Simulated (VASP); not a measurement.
A run of VASP 6.6.1 is set up as follows.

The input INCAR:

```
PREC = Accurate
ENCUT = 520
EDIFF = 1E-6
ISMEAR = -1
SIGMA = 0.05
LREAL = F
LASPH = T
NELM = 60
ALGO = Fast
ISIF = 2
LWAVE = F
LCHARG = T
GGA = CA
LELF = T
LVHAR = T
NBANDS = 17
```

File KPOINTS:

```
Automatic mesh
0
Gamma
  11 11 6
```

Contents of POSCAR:

```
Pd
1.0
    2.7649821671      0.0000000000      0.0000000000
   -1.3824910836      2.3945447978      0.0000000000
    0.0000000000      0.0000000000      4.5978256680
Pd
2
Direct
    0.3333333333      0.6666666667      0.2500000000
    0.6666666667      0.3333333333      0.7500000000
```

Potentials or basis: VASP PAW LDA potentials, release 64 (Pd).

Command:

```console
$ cat potpaw_LDA.64/Pd/POTCAR > POTCAR
$ mpirun -np 1 vasp_std > vasp.out
```

(1) Estimate the pressure.

(2) Predict the band gap on the k mesh.

## Answers

(1) -12.5 GPa.

(2) zero (band 10 reaches 9.21 eV, above the bottom of band 11 at 8.39 eV).
